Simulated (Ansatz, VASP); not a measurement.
**BC5: VASP beside Ansatz**

```
B C
1.0
     2.45143   -2.68177    0.00000
     2.45143    2.68177    0.00000
     0.00000    0.00000    5.69046
B C
1 5
Direct
  0.50000 0.50000 0.00000
  0.18367 0.81633 0.00000
  0.81633 0.18367 0.00000
  0.71095 0.71095 0.50000
  0.28905 0.28905 0.50000
  0.00000 0.00000 0.50000
```

Alike in both runs: task single point; functional PBE; k mesh 6 × 6 × 4; occupations gaussian, width 0.1 eV; no spin polarisation.

|  | VASP | Ansatz |
| --- | --- | --- |
| version | VASP 6.6.1 | Ansatz 0.2.0 |
| potentials or method | VASP PAW PBE potentials, release 64 (B, C), cutoff 520 eV | scalar-relativistic, plane waves, PAW |
| valence electrons in the cell | 23 | 23 |

|  | VASP | Ansatz | Ansatz less VASP |
| --- | --- | --- | --- |
| gap on the k mesh at the Fermi level (eV) | none | none | - |
| rms of the force components (eV/Å) | 1.143 | 1.159 | +0.0160 |

Atom by atom the forces differ by 0.016 eV/Å (rms over components). A gap of «none» marks a metal or a gap that the smearing closes. With one functional, cell and mesh, what is left measures potentials, basis and numerics.
